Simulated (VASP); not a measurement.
# MnO (Fm-3m) in VASP: single point with PBE+U

Aim: the single point of MnO with PBE+U.

Everything below comes from runs of VASP 6.6.1. Logs are shortened: lines on timing, memory, paths and dates and some standing lists are left out, and cuts for length are marked.

## 1. The cell of the first run

Symmetry: Fm-3m, No. 225, cubic system. Conventional cell: a = 4.415 Å, b = 4.415 Å, c = 4.415 Å, α = 90.00°, β = 90.00°, γ = 90.00°. Mn (site symmetry m-3m) has 6 O at 2.21 Å within 2.9 Å. Within 2.9 Å of O (site symmetry m-3m) lie 6 Mn at 2.21 Å.

## 2. Single point, PBE+U, collinear spin, antiferromagnetic start

The input, INCAR:

```
PREC = Accurate
ENCUT = 520
EDIFF = 1E-6
ISMEAR = 0
SIGMA = 0.1
LREAL = False
LASPH = True
NELM = 150
ALGO = Normal
ISIF = 2
LWAVE = False
LCHARG = True
ISPIN = 2
MAGMOM = 4.62 -4.62 0.08 -0.08
LORBIT = 11
LMAXMIX = 4
LDAU = True
LDAUTYPE = 2
LDAUL = 2 -1
LDAUU = 2.3 0
LDAUJ = 0 0
LDAUPRINT = 1
GGA = PE
LELF = True
LVHAR = True
NBANDS = 31
ISYM = 0
```

The input, KPOINTS:

```
regular mesh
0
Gamma
  5 8 7
```

The input, POSCAR:

```
MnO
1.0
   -2.2075000000     -4.4150000000     -2.2075000000
   -2.2075000000      0.0000000000     -2.2075000000
    2.2075000000      0.0000000000     -2.2075000000
Mn O
2 2
Direct
    0.0000000000      0.0000000000      0.0000000000
    0.5000000000      0.0000000000      0.5000000000
    0.0000000000      0.5000000000      0.5000000000
    0.5000000000      0.5000000000      0.0000000000
```

Potentials or basis: VASP PAW PBE potentials, release 64 (Mn_pv, O).

Started as:

```sh
$ cat potpaw_PBE.64/Mn_pv/POTCAR potpaw_PBE.64/O/POTCAR > POTCAR
$ mpirun -np 1 vasp_std > vasp.out
```

OUTCAR:

```text
PREC = Accurate
   ENCUT = 520
   EDIFF = 1E-6
   ISMEAR = 0
   LREAL = False
   LASPH = True
   NELM = 150
   ISIF = 2
   ISPIN = 2
   LORBIT = 11
   GGA = PE
   ISYM = 0

 ion  position               nearest neighbor table
   1  0.000  0.000  0.000-   3 2.21   3 2.21   3 2.21   4 2.21   3 2.21   4 2.21   2 3.12   2 3.12
                             2 3.12   2 3.12   2 3.12   2 3.12   2 3.12   2 3.12
   2  0.500  0.000  0.500-   4 2.21   4 2.21   3 2.21   4 2.21   4 2.21   3 2.21   1 3.12   1 3.12
                             1 3.12   1 3.12   1 3.12   1 3.12   1 3.12   1 3.12
   3  0.000  0.500  0.500-   1 2.21   1 2.21   1 2.21   2 2.21   1 2.21   2 2.21
   4  0.500  0.500  0.000-   2 2.21   2 2.21   1 2.21   2 2.21   2 2.21   1 2.21

IMPORTANT INFORMATION: All symmetrisations will be switched off!
NOSYMM: (Re-)initialisation of all symmetry stuff for point group C_1.

----------------------------------------------------------------------------------------

                                     Primitive cell

  volume of cell :      43.0291

  direct lattice vectors                    reciprocal lattice vectors
    -2.207500000 -4.415000000 -2.207500000     0.000000000 -0.226500566  0.000000000
    -2.207500000  0.000000000 -2.207500000    -0.226500566  0.226500566 -0.226500566
     2.207500000  0.000000000 -2.207500000     0.226500566  0.000000000 -0.226500566

  length of vectors
     5.407248607  3.121876439  3.121876439     0.226500566  0.392310489  0.320320173

  position of ions in fractional coordinates (direct lattice)
     0.000000000  0.000000000  0.000000000
     0.500000000  0.000000000  0.500000000
     0.000000000  0.500000000  0.500000000
     0.500000000  0.500000000  0.000000000

  ion indices of the primitive-cell ions
   primitive index   ion index
                 1           1
                 2           2
                 3           3
                 4           4

----------------------------------------------------------------------------------------

 KPOINTS: regular mesh

Automatic generation of k-mesh.
 Grid dimensions read from file:
 generate k-points for:    5    8    7

 Generating k-lattice:

  Cartesian coordinates                     Fractional coordinates (reciprocal lattice)
     0.000000000 -0.045300113  0.000000000     0.200000000  0.000000000  0.000000000
    -0.028312571  0.028312571 -0.028312571     0.000000000  0.125000000  0.000000000
     0.032357224  0.000000000 -0.032357224     0.000000000  0.000000000  0.142857143

  Length of vectors
     0.045300113  0.049038811  0.045760025

  Shift w.r.t. Gamma in fractional coordinates (k-lattice)
     0.000000000  0.000000000  0.000000000

 -----------------------------------------------------------------------------
|                                                                             |
|           W    W    AA    RRRRR   N    N  II  N    N   GGGG   !!!           |
|           W    W   A  A   R    R  NN   N  II  NN   N  G    G  !!!           |
|           W    W  A    A  R    R  N N  N  II  N N  N  G       !!!           |
|           W WW W  AAAAAA  RRRRR   N  N N  II  N  N N  G  GGG   !            |
|           WW  WW  A    A  R   R   N   NN  II  N   NN  G    G                |
|           W    W  A    A  R    R  N    N  II  N    N   GGGG   !!!           |
|                                                                             |
|     Your reciprocal lattice and k-lattice belong to different lattice       |
|     classes:                                                                |
|                                                                             |
|        The reciprocal lattice is simple tetragonal,                         |
|        whereas your k-lattice is simple monoclinic.                         |
|                                                                             |
|     Results are often still useful ...                                      |
|                                                                             |
 -----------------------------------------------------------------------------

 WARNING: IBZKPT: internal override: KBLOWUP is changed to .FALSE.
      ... skipping the blow-up phase ...

 Subroutine IBZKPT returns following result:
 ===========================================
[... 76 lines left out ...]
   J (eV)           for each species LDAUJ =   0.0  0.0
   GGA     = PE    functional components
   LHFCALC =     F    Hartree Fock is set to
   AEXX    =    0.0000 exact exchange contribution
   IVDW    =     0    specifies the selected vdW correction
   LEPSILON=     F    determine dielectric tensor
   LRPA    =     F    only Hartree local field effects (RPA)
 spin polarized calculation
 Gauss-broadening in eV      SIGMA  =   0.10
  energy-cutoff  :      520.00
  volume of cell :       43.03
 maximum number of plane-waves:      1174
   NGX = 21   NGY = 11   NGZ = 11

 number of electron      38.0000007 magnetization       0.0000000

atom =   1  type =  1  l = 2

 onsite density matrix

spin component  1

  0.9256 -0.0000 -0.0000  0.0000 -0.0000
 -0.0000  0.9256 -0.0000  0.0000 -0.0000
 -0.0000 -0.0000  0.9734 -0.0000  0.0003
  0.0000  0.0000 -0.0000  0.9347 -0.0000
 -0.0000 -0.0000  0.0003 -0.0000  0.9738

spin component  2

  0.0273 -0.0000 -0.0000 -0.0000 -0.0000
 -0.0000  0.0273 -0.0000 -0.0000 -0.0000
 -0.0000 -0.0000  0.0859 -0.0000 -0.0011
 -0.0000 -0.0000 -0.0000  0.0230 -0.0000
 -0.0000 -0.0000 -0.0011 -0.0000  0.0846

 occupancies and eigenvectors

  o =  0.0230  v =  0.0000  0.0000  0.0000  0.0000  0.0000  0.0000  0.0000  0.0000  1.0000  0.0000      0.0000  0.0000  0.0000  0.0000  0.0000  0.0000  0.0000  0.0000  0.0000  0.0000
  o =  0.0273  v =  0.0000  0.0000  0.0000  0.0000  0.0000  0.6823  0.7311  0.0000 -0.0000  0.0000      0.0000  0.0000  0.0000  0.0000  0.0000  0.0000  0.0000  0.0000  0.0000  0.0000
  o =  0.0273  v =  0.0000  0.0000  0.0000  0.0000  0.0000 -0.7311  0.6823 -0.0000  0.0000  0.0000      0.0000  0.0000  0.0000  0.0000  0.0000  0.0000  0.0000  0.0000  0.0000  0.0000
  o =  0.0840  v =  0.0000  0.0000  0.0000  0.0000  0.0000 -0.0000 -0.0000  0.5000 -0.0000  0.8660      0.0000  0.0000  0.0000  0.0000  0.0000  0.0000  0.0000  0.0000  0.0000  0.0000
  o =  0.0865  v =  0.0000  0.0000  0.0000  0.0000  0.0000  0.0000 -0.0000 -0.8660  0.0000  0.5000      0.0000  0.0000  0.0000  0.0000  0.0000  0.0000  0.0000  0.0000  0.0000  0.0000
  o =  0.9256  v =  0.7301  0.6833  0.0000 -0.0000  0.0000  0.0000  0.0000  0.0000  0.0000  0.0000      0.0000  0.0000  0.0000  0.0000  0.0000  0.0000  0.0000  0.0000  0.0000  0.0000
  o =  0.9256  v =  0.6833 -0.7301 -0.0000  0.0000  0.0000  0.0000  0.0000  0.0000  0.0000  0.0000      0.0000  0.0000  0.0000  0.0000  0.0000  0.0000  0.0000  0.0000  0.0000  0.0000
  o =  0.9347  v =  0.0000  0.0000  0.0000  1.0000  0.0000  0.0000  0.0000  0.0000  0.0000  0.0000      0.0000  0.0000  0.0000  0.0000  0.0000  0.0000  0.0000  0.0000  0.0000  0.0000
  o =  0.9733  v =  0.0000 -0.0000  0.8660 -0.0000 -0.5000  0.0000  0.0000  0.0000  0.0000  0.0000      0.0000  0.0000  0.0000  0.0000  0.0000  0.0000  0.0000  0.0000  0.0000  0.0000
  o =  0.9739  v = -0.0000 -0.0000  0.5000 -0.0000  0.8660  0.0000  0.0000  0.0000  0.0000  0.0000      0.0000  0.0000  0.0000  0.0000  0.0000  0.0000  0.0000  0.0000  0.0000  0.0000

atom =   2  type =  1  l = 2

 onsite density matrix

spin component  1

  0.0273 -0.0000 -0.0000 -0.0000 -0.0000
 -0.0000  0.0273 -0.0000 -0.0000 -0.0000
 -0.0000 -0.0000  0.0859 -0.0000 -0.0011
 -0.0000 -0.0000 -0.0000  0.0230 -0.0000
 -0.0000 -0.0000 -0.0011 -0.0000  0.0846

spin component  2

  0.9256 -0.0000 -0.0000  0.0000 -0.0000
 -0.0000  0.9256 -0.0000  0.0000 -0.0000
 -0.0000 -0.0000  0.9734 -0.0000  0.0003
  0.0000  0.0000 -0.0000  0.9347 -0.0000
 -0.0000 -0.0000  0.0003 -0.0000  0.9738

 occupancies and eigenvectors

  o =  0.0230  v =  0.0000  0.0000  0.0000  1.0000  0.0000  0.0000  0.0000  0.0000  0.0000  0.0000      0.0000  0.0000  0.0000  0.0000  0.0000  0.0000  0.0000  0.0000  0.0000  0.0000
  o =  0.0273  v =  0.6992  0.7149  0.0000 -0.0000  0.0000  0.0000  0.0000  0.0000  0.0000  0.0000      0.0000  0.0000  0.0000  0.0000  0.0000  0.0000  0.0000  0.0000  0.0000  0.0000
  o =  0.0273  v = -0.7149  0.6992 -0.0000  0.0000  0.0000  0.0000  0.0000  0.0000  0.0000  0.0000      0.0000  0.0000  0.0000  0.0000  0.0000  0.0000  0.0000  0.0000  0.0000  0.0000
  o =  0.0840  v = -0.0000 -0.0000  0.5000 -0.0000  0.8660  0.0000  0.0000  0.0000  0.0000  0.0000      0.0000  0.0000  0.0000  0.0000  0.0000  0.0000  0.0000  0.0000  0.0000  0.0000
  o =  0.0865  v =  0.0000 -0.0000 -0.8660 -0.0000  0.5000  0.0000  0.0000  0.0000  0.0000  0.0000      0.0000  0.0000  0.0000  0.0000  0.0000  0.0000  0.0000  0.0000  0.0000  0.0000
  o =  0.9256  v =  0.0000  0.0000  0.0000  0.0000  0.0000  0.7002  0.7140  0.0000 -0.0000  0.0000      0.0000  0.0000  0.0000  0.0000  0.0000  0.0000  0.0000  0.0000  0.0000  0.0000
  o =  0.9256  v =  0.0000  0.0000  0.0000  0.0000  0.0000 -0.7140  0.7002  0.0000  0.0000 -0.0000      0.0000  0.0000  0.0000  0.0000  0.0000  0.0000  0.0000  0.0000  0.0000  0.0000
  o =  0.9347  v =  0.0000  0.0000  0.0000  0.0000  0.0000  0.0000  0.0000  0.0000  1.0000  0.0000      0.0000  0.0000  0.0000  0.0000  0.0000  0.0000  0.0000  0.0000  0.0000  0.0000
  o =  0.9733  v =  0.0000  0.0000  0.0000  0.0000  0.0000  0.0000 -0.0000  0.8660 -0.0000 -0.5000      0.0000  0.0000  0.0000  0.0000  0.0000  0.0000  0.0000  0.0000  0.0000  0.0000
  o =  0.9739  v =  0.0000  0.0000  0.0000  0.0000  0.0000 -0.0000 -0.0000  0.5000 -0.0000  0.8660      0.0000  0.0000  0.0000  0.0000  0.0000  0.0000  0.0000  0.0000  0.0000  0.0000

 number of electron      38.0000007 magnetization      -0.0000000

 Free energy of the ion-electron system (eV)
  ---------------------------------------------------
  ext. energy  EPLUGINS =         0.00000000
  ---------------------------------------------------
  free energy    TOTEN  =       -31.71265994 eV

  energy without entropy =      -31.71265716  energy(sigma->0) =      -31.71265855

 E-fermi :   7.7815     XC(G=0): -11.9367

 val. band max:        7.5572406624   @ k =   0.0000   0.5000   0.0000
 cond. band min:       8.0048196582   @ k =   0.0000   0.0000   0.0000
 fundamental gap:      0.4475789957
 Fermi energy:         7.7815388159

 spin component 1

 k-point     1 :       0.0000    0.0000    0.0000
  band No.  band energies     occupation
      1     -42.7118      1.00000
      2     -42.6863      1.00000
      3     -42.6862      1.00000
      4     -37.8453      1.00000
      5     -37.8060      1.00000
      6     -37.8060      1.00000
[... 1625 lines left out ...]
     30      21.6694      0.00000
     31      21.8256      0.00000

 [... further k-points ...]

------------------------ aborting loop because EDIFF is reached ----------------------------------------

  FORCE on cell =-STRESS in cart. coord.  units (eV):
  Direction    XX          YY          ZZ          XY          YZ          ZX
  --------------------------------------------------------------------------------------
  -------------------------------------------------------------------------------------
  Total        2.2480725      1.9520281      2.2480712      0.0001486      0.0001490     -0.0007320
  in kB       83.7064181     72.6832805     83.7063705      0.0055334      0.0055474     -0.0272548
  external PRESSURE =      80.0320230 kB  Pullay stress =       0.0000000 kB

 VOLUME and BASIS-vectors are now :
 -----------------------------------------------------------------------------
  energy-cutoff  :      520.00
  volume of cell :       43.03
      direct lattice vectors                 reciprocal lattice vectors
    -2.207500000 -4.415000000 -2.207500000     0.000000000 -0.226500566  0.000000000
    -2.207500000  0.000000000 -2.207500000    -0.226500566  0.226500566 -0.226500566
     2.207500000  0.000000000 -2.207500000     0.226500566  0.000000000 -0.226500566

 POSITION                                       TOTAL-FORCE (eV/Angst)
 -----------------------------------------------------------------------------------
      0.00000      0.00000      0.00000         0.000000      0.000000     -0.000000
      0.00000     -2.20750     -2.20750        -0.000000      0.000000      0.000000
      0.00000      0.00000     -2.20750         0.000000     -0.000000      0.000000
     -2.20750     -2.20750     -2.20750         0.000000     -0.000000     -0.000000
 -----------------------------------------------------------------------------------
    total drift:                                0.000000      0.000000      0.000000

  FREE ENERGIE OF THE ION-ELECTRON SYSTEM (eV)
  ---------------------------------------------------
  free  energy   TOTEN  =       -31.7126599407 eV

  energy  without entropy=      -31.7126571562  energy(sigma->0) =      -31.71265855

 total charge

# of ion       s       p       d       tot
------------------------------------------
    1        0.211   6.191   4.961  11.362
    2        0.211   6.191   4.961  11.362
    3        1.557   3.456   0.000   5.012
    4        1.557   3.456   0.000   5.012
--------------------------------------------------
tot          3.535  19.293   9.921  32.749

 magnetization (x)

# of ion       s       p       d       tot
------------------------------------------
    1        0.033   0.034   4.476   4.543
    2       -0.033  -0.034  -4.476  -4.543
    3        0.009   0.056   0.000   0.065
    4       -0.009  -0.056   0.000  -0.065
--------------------------------------------------
tot          0.000  -0.000   0.000  -0.000
```

It took 4.9 min on 1 thread of Intel Xeon Platinum 8259CL at 2.50GHz (Skylake/Cascade Lake), shared host; peak memory 0.36 GiB.

Results:

* Free energy: -31.7127 eV
* Pressure: 8.0 GPa
* Band gap on the k mesh: 0.45 eV
* Net moment: 0.00 μB per cell
* Site moments: Mn +4.54, -4.54; O +0.07, -0.07 μB
* Valence electrons inside the program's atomic spheres: Mn 11.36; O 5.01

Levels at points of the mesh, in eV from the valence-band top:
Spin up:
```tsv
k point	band 15	band 16	band 17	band 18	band 19	band 20	band 21	band 22	band 23	band 24
(0.00, 0.00, 0.00)	-3.38	-3.18	-3.17	-3.16	-3.16	0.45	1.12	2.92	2.95	2.95
(0.00, 0.50, 0.00)	-2.90	-2.69	-2.46	-0.14	0.00	3.21	3.29	3.35	4.12	4.48
```
Spin down:
| k point | band 17 | band 18 | band 19 | band 20 | band 21 | band 22 |
| --- | --- | --- | --- | --- | --- | --- |
| (0.00, 0.00, 0.00) | -3.17 | -3.16 | -3.16 | 0.45 | 1.12 | 2.92 |
| (0.00, 0.50, 0.00) | -2.46 | -0.14 | 0.00 | 3.21 | 3.29 | 3.35 |

Eigenvalues of the final occupation matrices:
```tsv
site	spin	trace	eigenvalues
site 1 d	1	4.73	0.93 0.93 0.93 0.97 0.97
site 1 d	2	0.25	0.02 0.03 0.03 0.08 0.09
site 2 d	1	0.25	0.02 0.03 0.03 0.08 0.09
site 2 d	2	4.73	0.93 0.93 0.93 0.97 0.97
```

Caveat: the cell stands under pressure. A k mesh can miss the band edges.
